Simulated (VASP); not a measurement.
# PtSe2 in VASP: notebook, part 2 of 2

VASP 6.6.1. The steps go on from the part before.

## (4) Relaxation of the atoms, PBEsol

INCAR

```
ALGO = Normal ; DIPOL = 0.5 0.5 0.500
EDIFF = 1E-7 ; EDIFFG = -0.02
ENCUT = 450 ; GGA = PS
GGA_COMPAT = False ; IBRION = 2
IDIPOL = 3 ; ISIF = 2
ISMEAR = 0 ; LASPH = True
LCHARG = False ; LDIPOL = True
LREAL = False ; LWAVE = False
NELM = 120 ; NELMDL = -8
NELMIN = 4 ; NSW = 80
PREC = Accurate ; SIGMA = 0.1
```

KPOINTS

```
k-points
0
Gamma
  9 9 1
```

POSCAR

```
PtSe2
1.0
    3.7603063687      0.0000000000      0.0000000000
   -1.8801531843      3.2565208413      0.0000000000
    0.0000000000      0.0000000000     27.2629384041
Se Pt
6 3
Direct
    0.6666666667      0.3333333333      0.2750987399
    0.3333333333      0.6666666667      0.3681355194
    0.6666666667      0.3333333333      0.4534816103
    0.3333333333      0.6666666667      0.5465183897
    0.6666666667      0.3333333333      0.6318644806
    0.3333333333      0.6666666667      0.7249012601
    0.0000000000      0.0000000000      0.3216171296
    0.0000000000      0.0000000000      0.5000000000
    0.0000000000      0.0000000000      0.6783828704
```

Potentials or basis: VASP PAW PBE potentials, release 64 (Se, Pt).

Command:

```bash
$ cat potpaw_PBE.64/Se/POTCAR potpaw_PBE.64/Pt/POTCAR > POTCAR
$ mpirun -np 1 vasp_std > vasp.out
```

OUTCAR:

```text
EDIFF = 1E-7
   EDIFFG = -0.02
   ENCUT = 450
   GGA = PS
   IBRION = 2
   ISIF = 2
   ISMEAR = 0
   LASPH = True
   LREAL = False
   NELM = 120
   NELMDL = -8
   NELMIN = 4
   NSW = 80
   PREC = Accurate

 ion  position               nearest neighbor table
   1  0.667  0.333  0.275-   7 2.51   7 2.51   7 2.51
   2  0.333  0.667  0.368-   7 2.51   7 2.51   7 2.51
   3  0.667  0.333  0.453-   8 2.51   8 2.51   8 2.51
   4  0.333  0.667  0.547-   8 2.51   8 2.51   8 2.51
   5  0.667  0.333  0.632-   9 2.51   9 2.51   9 2.51
   6  0.333  0.667  0.725-   9 2.51   9 2.51   9 2.51
   7  0.000  0.000  0.322-   1 2.51   1 2.51   1 2.51   2 2.51   2 2.51   2 2.51
   8  0.000  0.000  0.500-   3 2.51   4 2.51   4 2.51   3 2.51   3 2.51   4 2.51
   9  0.000  0.000  0.678-   6 2.51   6 2.51   6 2.51   5 2.51   5 2.51   5 2.51

  LATTYP: Found a hexagonal cell.
 ALAT       =     3.7603063687
 C/A-ratio  =     7.2501907374

  Lattice vectors:

 A1 = (   3.7603063687,   0.0000000000,   0.0000000000)
[... 275 lines left out ...]
  -------------------------------------------------------------------------------------
  Total       -1.2460528     -1.2460528     -0.1255450     -0.0000000      0.0000000      0.0000000
  in kB       -5.9799463     -5.9799463     -0.6025045     -0.0000000      0.0000000      0.0000000
  external PRESSURE =      -4.1874657 kB  Pullay stress =       0.0000000 kB
[... 30 lines left out ...]
--------------------------------------- Ionic step        4  -------------------------------------------

 number of electron      65.9999992 magnetization

 dipolmoment           0.000000      0.000000      0.000000 electrons x Angstroem

 Free energy of the ion-electron system (eV)
  ---------------------------------------------------
  ext. energy  EPLUGINS =         0.00000000
  ---------------------------------------------------
  free energy    TOTEN  =       -47.56342384 eV

  energy without entropy =      -47.55643514  energy(sigma->0) =      -47.55992949

 E-fermi :   1.3799     XC(G=0):  -6.3300

 val. band max:        1.2856265323   @ k =   0.1111   0.0000   0.0000
 cond. band min:       1.4172277948   @ k =   0.0000   0.0000   0.0000
 fundamental gap:      0.1316012625
 Fermi energy:         1.3798809285

 k-point     1 :       0.0000    0.0000    0.0000
  band No.  band energies     occupation
      1     -14.3276      2.00000
      2     -14.0153      2.00000
      3     -13.6835      2.00000
      4     -12.4950      2.00000
      5     -11.9234      2.00000
      6     -11.5135      2.00000
[... 493 lines left out ...]
     38       3.1321      0.00000
     39       3.1321      0.00000

------------------------ aborting loop because EDIFF is reached ----------------------------------------

 vacuum level on the upper side and lower side of the slab       (xc-potential included)        -0.098        -0.098

  FORCE on cell =-STRESS in cart. coord.  units (eV):
  Direction    XX          YY          ZZ          XY          YZ          ZX
  --------------------------------------------------------------------------------------
  -------------------------------------------------------------------------------------
  Total       -1.2086339     -1.2086339     -0.0822699     -0.0000000      0.0000000      0.0000000
  in kB       -5.8003688     -5.8003688     -0.3948223     -0.0000000      0.0000000      0.0000000
  external PRESSURE =      -3.9985199 kB  Pullay stress =       0.0000000 kB
[... 24 lines left out ...]
  FREE ENERGIE OF THE ION-ELECTRON SYSTEM (eV)
  ---------------------------------------------------
  free  energy   TOTEN  =       -47.5634238414 eV

  energy  without entropy=      -47.5564351399  energy(sigma->0) =      -47.55992949

 reached required accuracy - stopping structural energy minimisation

 vacuum level on the upper side and lower side of the slab         5.983         5.983
```

CONTCAR:

```text
PtSe2
   1.00000000000000
     3.7603063686999998    0.0000000000000000    0.0000000000000000
    -1.8801531842999999    3.2565208413000000    0.0000000000000000
     0.0000000000000000    0.0000000000000000   27.2629384041000016
  Se              Pt
     6     3
Direct
     0.6666666667000030    0.3333333332999970    0.2750621149491433
     0.3333333332999970    0.6666666667000030    0.3678996524306727
     0.6666666667000030    0.3333333332999970    0.4534340817295431
     0.3333333332999970    0.6666666667000030    0.5465659182704569
     0.6666666667000030    0.3333333332999970    0.6321003475693273
     0.3333333332999970    0.6666666667000030    0.7249378850508568
     1.0000000000000000    0.0000000000000000    0.3218929114640139
     1.0000000000000000    1.0000000000000000    0.5000000000000000
     1.0000000000000000    1.0000000000000000    0.6781070885359861

  0.00000000E+00  0.00000000E+00  0.00000000E+00
  0.00000000E+00  0.00000000E+00  0.00000000E+00
  0.00000000E+00  0.00000000E+00  0.00000000E+00
  0.00000000E+00  0.00000000E+00  0.00000000E+00
  0.00000000E+00  0.00000000E+00  0.00000000E+00
  0.00000000E+00  0.00000000E+00  0.00000000E+00
  0.00000000E+00  0.00000000E+00  0.00000000E+00
  0.00000000E+00  0.00000000E+00  0.00000000E+00
  0.00000000E+00  0.00000000E+00  0.00000000E+00
```

Wall time 4.2 min (1 thread of Intel Xeon 6975P-C (Granite Rapids), shared host); peak memory 0.47 GiB.

Results:

| Property | Result |
| --- | --- |
| Free energy | -47.5634 eV |
| Energy gained by relaxing | 0.3 meV/atom |
| Ionic steps | 4 |
| Largest force after relaxing | 0.011 eV/Å |

Forces in eV/Å, atoms in the order of the input:
```
Se   0.000  0.000  0.011
Se   0.000  0.000 -0.007
Se   0.000  0.000 -0.005
Se   0.000  0.000  0.005
Se   0.000  0.000  0.007
Se   0.000  0.000 -0.011
Pt   0.000  0.000 -0.003
Pt   0.000  0.000  0.000
Pt   0.000  0.000  0.003
```

Step by step:
```csv
step,energy change (eV),largest force (eV/Å),pressure (GPa)
1,0.0000,0.1801,-0.43
2,-0.0022,0.0340,-0.42
3,-0.0022,0.0241,-0.42
4,-0.0023,0.0114,-0.40
```

Final structure:
```xyz
9
Lattice="3.7603 0.0000 0.0000 -1.8802 3.2565 0.0000 0.0000 0.0000 27.2629" Properties=species:S:1:pos:R:3 pbc="T T T"
Se    1.8802    1.0855    7.4990
Se    0.0000    2.1710   10.0300
Se    1.8802    1.0855   12.3619
Se    0.0000    2.1710   14.9010
Se    1.8802    1.0855   17.2329
Se    0.0000    2.1710   19.7639
Pt    3.7603    0.0000    8.7757
Pt    1.8802    3.2565   13.6315
Pt    1.8802    3.2565   18.4872
```

Caveat: the PAW data sets were made with another functional, which shifts forces and pressure a little; spin-orbit coupling is left out, which moves the levels of the heavy elements.

## (5) The runs side by side

```tsv
task	cell	cutoff (eV)	largest force (eV/Å)
single point	a = 3.760, b = 3.760, c = 27.263 Å, angles 90.0, 90.0, 120.0°, 9 atoms, atomic positions A	400	0.18
single point	a = 3.760, b = 3.760, c = 27.263 Å, angles 90.0, 90.0, 120.0°, 9 atoms, atomic positions B	400	0.02
relaxation of the atoms	atoms relaxed from a = 3.760, b = 3.760, c = 27.263 Å, angles 90.0, 90.0, 120.0°, 9 atoms, atomic positions A	450	0.01
```

Alike in all rows: level PBEsol; potentials or basis VASP PAW PBE potentials, release 64 (Se, Pt); no spin polarisation; k mesh 9 × 9 × 1; smearing gaussian 0.1 eV.

Caveats: the PAW data sets were made with another functional, which shifts forces and pressure a little; spin-orbit coupling is left out, which moves the levels of the heavy elements.

Total energies depend on the potentials used, so only differences within one code and one set of settings carry meaning.
